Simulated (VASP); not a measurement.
Set up this calculation in VASP 6.6.1, as the native input.

| Quantity | Value |
| --- | --- |
| Task | single point |
| Functional | PBEsol |
| Potentials or basis | VASP PAW PBE potentials, release 64 (Cs_sv, Pt) |
| Cutoff | 520 eV |
| k mesh | 5 × 5 × 5 |
| Occupations | methfessel-paxton, width 0.05 eV |
| Spin | no spin polarisation |
| Dipole correction | no |
| k mesh for the DOS | 8 × 8 × 8 |
| Occupations for the DOS | tetrahedron |
| Further INCAR settings | ALGO = Normal; EDIFF = 1e-07; NBANDS = 26 |

Crystal: Cs3Pt.

```
Cs Pt
1.0
     5.21931    0.00000    0.00000
     0.00000    5.21931    0.00000
     0.00000    0.00000    5.21931
Cs Pt
3 1
Direct
  0.00000 0.00000 0.50000
  0.00000 0.50000 0.00000
  0.50000 0.00000 0.00000
  0.50000 0.50000 0.50000
```

These files were run (other wordings do the same):

POSCAR

```
Cs3Pt
1.0
    5.2193112941      0.0000000000      0.0000000000
    0.0000000000      5.2193112941      0.0000000000
    0.0000000000      0.0000000000      5.2193112941
Cs Pt
3 1
Direct
    0.0000000000      0.0000000000      0.5000000000
    0.0000000000      0.5000000000      0.0000000000
    0.5000000000      0.0000000000      0.0000000000
    0.5000000000      0.5000000000      0.5000000000
```

INCAR.step1

```
SYSTEM = Cs3Pt
PREC = Accurate
ENCUT = 520
EDIFF = 1E-7
ISMEAR = 1
SIGMA = 0.05
LREAL = .False.
LASPH = .True.
NELM = 60
ALGO = Normal
ISIF = 2
LWAVE = .False.
LCHARG = .True.
LMAXMIX = 4
GGA = PS
NBANDS = 26
```

KPOINTS.step1

```
regular mesh
0
Gamma
  5 5 5
  0 0 0
```

INCAR.step2

```
SYSTEM = Cs3Pt
PREC = Accurate
ENCUT = 520
EDIFF = 1E-7
ISMEAR = -5
SIGMA = 0.05
LREAL = .False.
LASPH = .True.
NELM = 60
ALGO = Normal
ISIF = 2
LWAVE = .False.
LCHARG = .False.
LMAXMIX = 4
GGA = PS
LORBIT = 10
NBANDS = 26
NEDOS = 1001
ICHARG = 11
```

KPOINTS.step2

```
regular mesh
0
Gamma
  8 8 8
  0 0 0
```

Potentials or basis: VASP PAW PBE potentials, release 64 (Cs_sv, Pt).

Run with:

```bash
$ cat potpaw_PBE.64/Cs_sv/POTCAR potpaw_PBE.64/Pt/POTCAR > POTCAR
$ cp INCAR.step1 INCAR
$ cp KPOINTS.step1 KPOINTS
$ mpirun -np 1 vasp_std > vasp.out
$ cp INCAR.step2 INCAR
$ cp KPOINTS.step2 KPOINTS
$ mpirun -np 1 vasp_std > vasp.out
```

Results of the run:

| Quantity | Value |
| --- | --- |
| Valence electrons inside the program's atomic spheres | Cs 6.59; Pt 9.07 |

It took 3.3 min on 1 thread of Intel Xeon 8259CL, with other jobs on the host, peak memory 0.29 GiB.
